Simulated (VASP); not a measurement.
# Ge in VASP: notebook

The runs below take Ge through relaxation of cell and atoms, single point, with PBE.

Everything below comes from runs of VASP 6.6.1. Logs are shortened: lines on timing, memory, paths and dates and some standing lists are left out, and cuts for length are marked.

### 1 The cell of the first run

It takes space group Immm (No. 71, orthorhombic). The conventional cell has a = 3.066 Å, b = 3.292 Å, c = 3.835 Å, α = 90.00°, β = 90.00°, γ = 90.00°. Ge (site symmetry mmm) has 14 Ge at 2.96 to 3.84 Å within 3.9 Å.

### 2 Relaxation of cell and atoms, PBE

Input file INCAR:

```
  ALGO = Normal
  EDIFF = 1E-6
  EDIFFG = -0.01
  ENCUT = 600
  GGA = PE
  IBRION = 2
  ISIF = 3
  ISMEAR = 0
  LASPH = T
  LCHARG = F
  LREAL = F
  LWAVE = F
  NELM = 100
  NSW = 100
  PREC = Accurate
  SIGMA = 0.1
```

Input file KPOINTS:

```
k-points
0
Gamma
  24 24 24
```

Input file POSCAR:

```
Ge
1.0
   -1.5327809337      1.6458190362      1.9175979558
    1.5327809337     -1.6458190362      1.9175979558
    1.5327809337      1.6458190362     -1.9175979558
Ge
1
Direct
    0.0000000000      0.5000000000      0.5000000000
```

Potentials or basis: VASP PAW PBE potentials, release 64 (Ge_d).

Command:

```bash
$ cat potpaw_PBE.64/Ge_d/POTCAR > POTCAR
$ mpirun -np 1 vasp_std > vasp.out
```

OUTCAR:

```text
EDIFF = 1E-6
   EDIFFG = -0.01
   ENCUT = 600
   GGA = PE
   IBRION = 2
   ISIF = 3
   ISMEAR = 0
   LASPH = T
   LREAL = F
   NELM = 100
   NSW = 100
   PREC = Accurate

 ion  position               nearest neighbor table
   1  0.000  0.500  0.500-

  LATTYP: Found a body centered orthorhombic cell.
 ALAT       =     3.0655618674
 B/A-ratio  =     1.0737470698
 C/A-ratio  =     1.2510580694

  Lattice vectors:

 A1 = (  -1.5327809337,   1.6458190362,   1.9175979558)
 A2 = (   1.5327809337,  -1.6458190362,   1.9175979558)
 A3 = (   1.5327809337,   1.6458190362,  -1.9175979558)

Analysis of symmetry for initial positions (statically):
=====================================================================
 Subroutine PRICEL returns:
 Original cell was already a primitive cell.

 Routine SETGRP: Setting up the symmetry group for a
 body centered orthorhombic supercell.

 Subroutine GETGRP returns: Found  8 space group operations
 (whereof  8 operations were pure point group operations)
 out of a pool of  8 trial point group operations.

The static configuration has the point symmetry D_2h.

Analysis of symmetry for dynamics (positions and initial velocities):
=====================================================================
 Subroutine PRICEL returns:
 Original cell was already a primitive cell.

 Routine SETGRP: Setting up the symmetry group for a
 body centered orthorhombic supercell.

 Subroutine GETGRP returns: Found  8 space group operations
 (whereof  8 operations were pure point group operations)
 out of a pool of  8 trial point group operations.

The dynamic configuration has the point symmetry D_2h.

 Subroutine INISYM returns: Found  8 space group operations
 (whereof  8 operations are pure point group operations),
 and found     1 'primitive' translations

----------------------------------------------------------------------------------------

                                     Primitive cell

  volume of cell :      19.3499

  direct lattice vectors                    reciprocal lattice vectors
    -1.532780934  1.645819036  1.917597956     0.000000000  0.303800107  0.260742873
     1.532780934 -1.645819036  1.917597956     0.326204475  0.000000000  0.260742873
     1.532780934  1.645819036 -1.917597956     0.326204475  0.303800107  0.000000000

  length of vectors
     2.955557411  2.955557411  2.955557411     0.400351534  0.417607717  0.445762117

  position of ions in fractional coordinates (direct lattice)
     0.000000000  0.500000000  0.500000000

  ion indices of the primitive-cell ions
   primitive index   ion index
                 1           1

----------------------------------------------------------------------------------------

 KPOINTS: k-points

Automatic generation of k-mesh.
 Grid dimensions read from file:
 generate k-points for:   24   24   24

 Generating k-lattice:

  Cartesian coordinates                     Fractional coordinates (reciprocal lattice)
     0.000000000  0.012658338  0.010864286     0.041666667 -0.000000000  0.000000000
     0.013591853  0.000000000  0.010864286    -0.000000000  0.041666667  0.000000000
     0.013591853  0.012658338  0.000000000     0.000000000  0.000000000  0.041666667

  Length of vectors
     0.016681314  0.017400322  0.018573422

  Shift w.r.t. Gamma in fractional coordinates (k-lattice)
     0.000000000  0.000000000  0.000000000

 Subroutine IBZKPT returns following result:
 ===========================================

 Found   1963 irreducible k-points:

 Following reciprocal coordinates:
            Coordinates               Weight
  0.000000  0.000000  0.000000      1.000000
  0.041667  0.000000  0.000000      4.000000
  0.083333  0.000000 -0.000000      4.000000
  0.125000  0.000000  0.000000      4.000000
  0.166667  0.000000  0.000000      4.000000
  0.208333  0.000000  0.000000      4.000000
[... 16 lines left out ...]
  0.375000  0.041667 -0.000000      8.000000
  0.416667  0.041667 -0.000000      8.000000
 [... further k-points ...]
   k-points           NKPTS =   1963   k-points in BZ     NKDIM =   1963   number of bands    NBANDS=     11
   number of dos      NEDOS =    301   number of ions     NIONS =      1
   total plane-waves  NPLWV =  13824
   dimension x,y,z NGX =    24 NGY =   24 NGZ =   24
   dimension x,y,z NGXF=    48 NGYF=   48 NGZF=   48
   ions per type =               1
   NGX,Y,Z   is equivalent  to a cutoff of  13.50, 13.50, 13.50 a.u.
   NGXF,Y,Z  is equivalent  to a cutoff of  27.00, 27.00, 27.00 a.u.
 SYSTEM =  unknown system
   PREC   = accura    normal or accurate (medium, high low for compatibility)
   ISTART =      0    job   : 0-new  1-cont  2-samecut
   ICHARG =      2    charge: 1-file 2-atom 10-const
   ISPIN  =      1    spin polarized calculation?
   LNONCOLLINEAR =      F non collinear calculations
   LSORBIT =      F    spin-orbit coupling
   LASPH  =      T    aspherical Exc in radial PAW
   ENCUT  =  600.0 eV  44.10 Ry    6.64 a.u.   5.90  5.90  5.90*2*pi/ulx,y,z
   NELM   =    100;   NELMIN=  2; NELMDL= -5     # of ELM steps
   EDIFF  = 0.1E-05   stopping-criterion for ELM
   LREAL  =      F    real-space projection
   EDIFFG = -.1E-01   stopping-criterion for IOM
   NSW    =    100    number of steps for IOM
   IBRION =      2    ionic relax: 0-MD 1-quasi-New 2-CG
   NFREE  =      1    steps in history (QN), initial steepest desc. (CG)
   ISIF   =      3    stress and relaxation
   ISYM   =      2    0-nonsym 1-usesym 2-fastsym
   POTIM  = 0.5000    time-step for ionic-motion
   TEBEG  =    0.0;   TEEND  =   0.0 temperature during run
   PSTRESS=    0.0 pullay stress
   NELECT =      14.0000    total number of electrons
   NUPDOWN=      -1.0000    fix difference up-down
   EMIN   =  10.00;   EMAX   =-10.00  energy-range for DOS
   EFERMI =   0.00;   METHOD = LEGACY
   ISMEAR =     0;   SIGMA  =   0.10  broadening in eV -4-tet -1-fermi 0-gaus
   EFERMI_NEDOS =   21; number of points for ismear=-14 and -15
   IALGO  =     38    algorithm
   IMIX   =      4    mixing-type and parameters
     AMIX     =   0.40;   BMIX     =  1.00
     AMIX_MAG =   1.60;   BMIX_MAG =  1.00
  volume/ion in A,a.u.               =      19.35       130.58
  Fermi-wavevector in a.u.,A,eV,Ry     =   1.469685  2.777302 29.388231  2.159974
  Thomas-Fermi vector in A             =   2.585033
   LORBIT       =      0    0 simple, 1 ext, 2 COOP (PROOUT), +10 PAW based schemes
   GGA     = PE    functional components
   LHFCALC =     F    Hartree Fock is set to
   AEXX    =    0.0000 exact exchange contribution
   IVDW    =     0    specifies the selected vdW correction
   LEPSILON=     F    determine dielectric tensor
   LRPA    =     F    only Hartree local field effects (RPA)
 conjugate gradient relaxation of ions
 non-spin polarized calculation
 Gauss-broadening in eV      SIGMA  =   0.10
  energy-cutoff  :      600.00
  volume of cell :       19.35
 maximum number of plane-waves:       665
   NGX = 11   NGY = 11   NGZ = 11

--------------------------------------- Ionic step        1  -------------------------------------------

 number of electron      14.0000001 magnetization

 Free energy of the ion-electron system (eV)
  ---------------------------------------------------
  ext. energy  EPLUGINS =         0.00000000
  ---------------------------------------------------
  free energy    TOTEN  =        -4.18855173 eV

  energy without entropy =       -4.18613918  energy(sigma->0) =       -4.18734546

------------------------ aborting loop because EDIFF is reached ----------------------------------------

  FORCE on cell =-STRESS in cart. coord.  units (eV):
  Direction    XX          YY          ZZ          XY          YZ          ZX
  --------------------------------------------------------------------------------------
  -------------------------------------------------------------------------------------
  Total        0.0834590      0.0102707      0.0010575      0.0000000      0.0000000      0.0000000
  in kB        6.9104160      0.8504179      0.0875624      0.0000000      0.0000000      0.0000000
  external PRESSURE =       2.6161321 kB  Pullay stress =       0.0000000 kB
[... 86 lines left out ...]
  FREE ENERGIE OF THE ION-ELECTRON SYSTEM (eV)
  ---------------------------------------------------
  free  energy   TOTEN  =        -4.1888513518 eV

  energy  without entropy=       -4.1863901510  energy(sigma->0) =       -4.18762075

[... ionic steps 4 to 14 ...]

--------------------------------------- Ionic step       15  -------------------------------------------

 number of electron      14.0000000 magnetization

------------------------ aborting loop because EDIFF is reached ----------------------------------------

  FORCE on cell =-STRESS in cart. coord.  units (eV):
  Direction    XX          YY          ZZ          XY          YZ          ZX
  --------------------------------------------------------------------------------------
  -------------------------------------------------------------------------------------
  Total       -0.0369225     -0.0288221     -0.0215897     -0.0000000      0.0000000      0.0000000
  in kB       -3.0352016     -2.3693122     -1.7747699     -0.0000000      0.0000000      0.0000000
  external PRESSURE =      -2.3930946 kB  Pullay stress =       0.0000000 kB
[... 55 lines left out ...]
  energy  without entropy=       -4.1893391709  energy(sigma->0) =       -4.19028836

--------------------------------------- Ionic step       17  -------------------------------------------

 number of electron      14.0000000 magnetization

 Free energy of the ion-electron system (eV)
  ---------------------------------------------------
  ext. energy  EPLUGINS =         0.00000000
  ---------------------------------------------------
  free energy    TOTEN  =        -4.19126594 eV

  energy without entropy =       -4.18936107  energy(sigma->0) =       -4.19031350

 E-fermi :   6.5059     XC(G=0): -11.1466

 val. band max:        6.5057272101   @ k =  -0.3750  -0.4167   0.3750
 cond. band min:       6.5060568969   @ k =  -0.3750   0.4583   0.3333
 fundamental gap:      0.0003296868
 Fermi energy:         6.5058787294

 k-point     1 :       0.0000    0.0000    0.0000
  band No.  band energies     occupation
      1     -18.2748      2.00000
      2     -18.2744      2.00000
      3     -18.2574      2.00000
      4     -18.2246      2.00000
      5     -18.1860      2.00000
      6      -6.4492      2.00000
      7      15.0357      0.00000
      8      15.3184      0.00000
      9      15.3455      0.00000
     10      20.3369      0.00000
     11      20.3862      0.00000
[... 309 lines left out ...]
 k-point    24 :       0.4167    0.0417   -0.0000
  band No.  band energies     occupation
      1     -18.2870      2.00000
      2     -18.2637      2.00000
      3     -18.2212      2.00000
      4     -18.1908      2.00000
      5     -18.1628      2.00000
      6      -1.9439      2.00000
      7       2.1656      2.00000
      8      11.3178      0.00000
      9      13.5492      0.00000
     10      17.0750      0.00000
     11      17.8026      0.00000

 [... further k-points ...]

------------------------ aborting loop because EDIFF is reached ----------------------------------------

  FORCE on cell =-STRESS in cart. coord.  units (eV):
  Direction    XX          YY          ZZ          XY          YZ          ZX
  --------------------------------------------------------------------------------------
  -------------------------------------------------------------------------------------
  Total       -0.0062428     -0.0070693     -0.0060690      0.0000000      0.0000000      0.0000000
  in kB       -0.5141881     -0.5822690     -0.4998735      0.0000000      0.0000000      0.0000000
  external PRESSURE =      -0.5321102 kB  Pullay stress =       0.0000000 kB
[... 16 lines left out ...]
  FREE ENERGIE OF THE ION-ELECTRON SYSTEM (eV)
  ---------------------------------------------------
  free  energy   TOTEN  =        -4.1912659374 eV

  energy  without entropy=       -4.1893610712  energy(sigma->0) =       -4.19031350

 reached required accuracy - stopping structural energy minimisation
```

It took 15 min on 1 thread of Intel Xeon 6975P-C (Granite Rapids), shared host; peak memory 0.67 GiB.

Results:

```yaml
Free_energy: -4.1913 eV
Relaxed_volume: 19.45 Å³/atom
Relaxed_cell: a = 2.950 Å, b = 2.950 Å, c = 2.950 Å, α = 113.79°, β = 113.93°, γ = 101.01°
Space_group_after_relaxing_to_0.05_Å: I4/mmm (No. 139)
Energy_gained_by_relaxing: 2.7 meV/atom
Ionic_steps: 17
Pressure_after_relaxing: -0.1 GPa
Band_gap_on_the_k_mesh: zero (band 7 reaches 15.04 eV, above the bottom of band 8 at 3.77 eV)
```

Step by step:
| step | energy change (eV) | largest force (eV/Å) | pressure (GPa) | volume (Å³) |
| --- | --- | --- | --- | --- |
| 1 | 0.0000 | 0.0000 | 0.26 | 19.35 |
| 2 | -0.0003 | 0.0000 | -0.37 | 19.44 |
| 3 | -0.0003 | 0.0000 | 0.09 | 19.44 |
| 4 | -0.0004 | 0.0000 | 0.09 | 19.45 |
| 5 | -0.0008 | 0.0000 | 0.04 | 19.50 |
| 6 | -0.0014 | 0.0000 | -0.49 | 19.58 |
| 7 | -0.0015 | 0.0000 | -1.07 | 19.75 |
| 8 | -0.0017 | 0.0000 | -0.75 | 19.66 |
| 9 | -0.0018 | 0.0000 | -0.77 | 19.66 |
| 10 | -0.0019 | 0.0000 | -0.73 | 19.64 |
| 11 | -0.0022 | 0.0000 | -0.65 | 19.60 |
| 12 | -0.0026 | 0.0000 | -0.46 | 19.53 |
| 13 | -0.0026 | 0.0000 | -0.34 | 19.51 |
| 14 | -0.0026 | 0.0000 | -0.24 | 19.48 |
| 15 | -0.0026 | 0.0000 | -0.24 | 19.49 |
| 16 | -0.0027 | 0.0000 | -0.14 | 19.47 |
| 17 | -0.0027 | 0.0000 | -0.05 | 19.45 |

Final structure:
```cif
data_structure
_symmetry_space_group_name_H-M 'P 1'
_symmetry_Int_Tables_number 1
_cell_length_a 2.9503
_cell_length_b 2.9503
_cell_length_c 2.9503
_cell_angle_alpha 113.794
_cell_angle_beta 113.932
_cell_angle_gamma 101.005
_cell_volume 19.45
loop_
_atom_site_label
_atom_site_type_symbol
_atom_site_fract_x
_atom_site_fract_y
_atom_site_fract_z
_atom_site_occupancy
Ge1 Ge 0.00000 0.50000 0.50000 1
```

Levels at points of the mesh, in eV from the Fermi level:
| k point | band 5 | band 6 | band 7 | band 8 | band 9 | band 10 |
| --- | --- | --- | --- | --- | --- | --- |
| (0.00, 0.00, 0.00) | -24.69 | -12.96 | 8.53 | 8.81 | 8.84 | 13.83 |
| (0.50, 0.00, 0.00) | -24.66 | -7.74 | -5.32 | 5.06 | 7.28 | 10.27 |
| (0.00, 0.50, 0.00) | -24.66 | -7.76 | -5.33 | 5.09 | 7.32 | 10.30 |
| (0.50, 0.50, 0.00) | -24.65 | -6.69 | -4.79 | 3.12 | 4.60 | 7.71 |
| (0.50, 0.50, 0.50) | -24.66 | -3.59 | -2.43 | 0.72 | 0.77 | 4.48 |

### 3 Single point, PBE

This run uses another cell than the first one: it holds 2 atoms, not 1.

Input file INCAR:

```
SYSTEM = Ge
  PREC = Accurate
  ENCUT = 520
  EDIFF = 1E-6
  ISMEAR = 0
  SIGMA = 0.1
  LREAL = .FALSE.
  LASPH = .TRUE.
  NELM = 100
  ALGO = Normal
  ISIF = 2
  LWAVE = .FALSE.
  LCHARG = .FALSE.
  GGA = PE
  NBANDS = 21
```

Input file KPOINTS:

```
regular mesh
0
G
  6 6 6
  0 0 0
```

Input file POSCAR:

```
Ge
1.0
    3.4128139222      0.0175532594     -0.0187683420
   -0.0193558084      3.8081476706     -0.0232645363
   -1.6709259883     -1.8892085970      3.3162577229
Ge
2
Direct
    0.3081125746      0.3076799758      0.6154281930
    0.6918874254      0.6923200242      0.3845718070
```

Potentials or basis: VASP PAW PBE potentials, release 64 (Ge_d).

Command:

```bash
$ cat potpaw_PBE.64/Ge_d/POTCAR > POTCAR
$ mpirun -np 1 vasp_std > vasp.out
```

It took 39 s on 1 thread of Intel Xeon Platinum 8488C (Sapphire Rapids), shared host; peak memory 0.21 GiB.

It converged, with:

```yaml
Free_energy: -8.5759 eV
Pressure: 0.0 GPa
Largest_force: 0.025 eV/Å
Band_gap_on_the_k_mesh: zero (band 14 reaches 7.76 eV, above the bottom of band 15 at 3.77 eV)
```

Forces in eV/Å, atoms in the order of the input:
```
Ge  -0.004  0.003  0.024
Ge   0.004 -0.003 -0.024
```

Stress tensor (GPa, compression positive):
```
 0.14  0.00 -0.02
 0.00 -0.09 -0.02
-0.02 -0.02 -0.14
```

Levels at points of the mesh, in eV from the Fermi level:
```csv
k point,band 10,band 11,band 12,band 13,band 14,band 15,band 16,band 17,band 18,band 19
"(0.00, 0.00, 0.00)",-24.27,-12.41,-0.94,-0.64,0.12,1.40,2.79,4.71,6.00,6.59
"(0.50, 0.00, 0.00)",-24.27,-9.22,-7.92,-1.65,0.68,1.27,2.34,3.96,4.07,9.97
"(0.00, 0.50, 0.00)",-24.27,-9.81,-8.48,-1.96,0.73,2.56,3.78,5.48,5.70,10.81
"(0.50, 0.50, 0.00)",-24.26,-8.17,-5.62,-4.97,-3.33,-1.20,1.92,6.48,9.00,9.71
"(0.00, 0.00, 0.50)",-24.28,-10.41,-7.29,-2.17,-0.91,-0.15,4.60,9.81,9.88,9.92
"(0.50, 0.00, 0.50)",-24.27,-9.19,-7.94,-1.68,0.66,1.23,2.37,3.94,4.07,10.01
"(0.00, 0.50, 0.50)",-24.27,-9.80,-8.48,-1.97,0.72,2.55,3.78,5.48,5.69,10.82
"(0.50, 0.50, 0.50)",-24.26,-8.18,-5.61,-4.97,-3.33,-1.20,1.92,6.48,8.99,9.71
```

### 4 Relaxation of cell and atoms, PBE

This run uses another cell than the first one: it holds 2 atoms, not 1.

Input file INCAR:

```
PREC = Accurate
ENCUT = 600
EDIFF = 1E-7
ISMEAR = 0
SIGMA = 0.1
LREAL = False
LASPH = True
NELM = 100
ALGO = Normal
ISIF = 3
LWAVE = False
LCHARG = False
GGA = PE
IBRION = 2
NSW = 90
EDIFFG = -0.04
```

Input file KPOINTS:

```
Automatic mesh
0
Gamma
  6 6 6
```

Input file POSCAR:

```
Ge
1.0
    3.3215969252      0.0000000000      0.0000000000
   -0.0385371144      3.8299329589      0.0000000000
   -1.5980266292     -1.8705466234      3.3855364918
Ge
2
Direct
    0.3125660602      0.3098216367      0.6234995158
    0.6874339398      0.6901783633      0.3765004842
```

Command:

```bash
$ cat potpaw_PBE.64/Ge_d/POTCAR > POTCAR
$ mpirun -np 1 vasp_std > vasp.out
```

Run time: 6.1 min. Hardware: 1 thread of Intel Xeon Platinum 8488C (Sapphire Rapids), shared host; peak memory 0.24 GiB.

The run converged. Its results:

- Free energy: -8.5761 eV
- Relaxed volume: 21.43 Å³/atom
- Relaxed cell: a = 3.414 Å, b = 3.805 Å, c = 4.173 Å, α = 117.24°, β = 114.04°, γ = 89.90°
- Space group after relaxing (to 0.05 Å): Immm (No. 71)
- Energy gained by relaxing: 8.6 meV/atom
- Ionic steps: 8
- Pressure after relaxing: 0.1 GPa
- Largest force after relaxing: 0.039 eV/Å
- Band gap on the k mesh: zero (band 14 reaches 7.75 eV, above the bottom of band 15 at 3.77 eV)

Forces on the atoms (eV/Å):
```
Ge  -0.008 -0.024 -0.030
Ge   0.008  0.024  0.030
```

Stress tensor (GPa, compression positive):
```
 0.10 -0.07 -0.02
-0.07  0.10  0.03
-0.02  0.03  0.19
```

The path:
```tsv
step	energy change (eV)	largest force (eV/Å)	pressure (GPa)	volume (Å³)
1	0.0000	0.0827	0.46	43.07
2	-0.0128	0.1499	-0.33	43.44
3	-0.0129	0.1644	-0.44	43.48
4	-0.0155	0.0530	-0.08	43.16
5	-0.0158	0.0101	0.10	43.01
6	-0.0169	0.0267	0.10	42.93
7	-0.0172	0.0421	0.11	42.85
8	-0.0173	0.0393	0.13	42.87
```

Final structure:
```
Ge
1.0
     3.41432    0.02034   -0.01775
    -0.01635    3.80485   -0.02785
    -1.67177   -1.89308    3.32211
Ge
2
Direct
  0.30913 0.30900 0.61678
  0.69088 0.69100 0.38322
```

Levels at points of the mesh, in eV from the Fermi level:
| k point | band 10 | band 11 | band 12 | band 13 | band 14 | band 15 | band 16 | band 17 | band 18 |
| --- | --- | --- | --- | --- | --- | --- | --- | --- | --- |
| (0.00, 0.00, 0.00) | -24.27 | -12.40 | -0.94 | -0.61 | 0.08 | 1.40 | 2.80 | 4.69 | 5.96 |
| (0.50, 0.00, 0.00) | -24.27 | -9.23 | -7.90 | -1.67 | 0.67 | 1.29 | 2.36 | 4.00 | 4.11 |
| (0.00, 0.50, 0.00) | -24.26 | -9.81 | -8.44 | -2.00 | 0.69 | 2.56 | 3.77 | 5.49 | 5.70 |
| (0.50, 0.50, 0.00) | -24.26 | -8.17 | -5.62 | -4.95 | -3.31 | -1.21 | 1.89 | 6.50 | 8.96 |
| (0.00, 0.00, 0.50) | -24.28 | -10.40 | -7.32 | -2.15 | -0.86 | -0.15 | 4.61 | 9.87 | 9.93 |
| (0.50, 0.00, 0.50) | -24.27 | -9.19 | -7.93 | -1.71 | 0.64 | 1.23 | 2.41 | 3.96 | 4.12 |
| (0.00, 0.50, 0.50) | -24.26 | -9.80 | -8.47 | -1.98 | 0.73 | 2.54 | 3.81 | 5.51 | 5.70 |
| (0.50, 0.50, 0.50) | -24.26 | -8.19 | -5.59 | -4.96 | -3.31 | -1.20 | 1.90 | 6.48 | 8.95 |

[end of part 1 of 2]
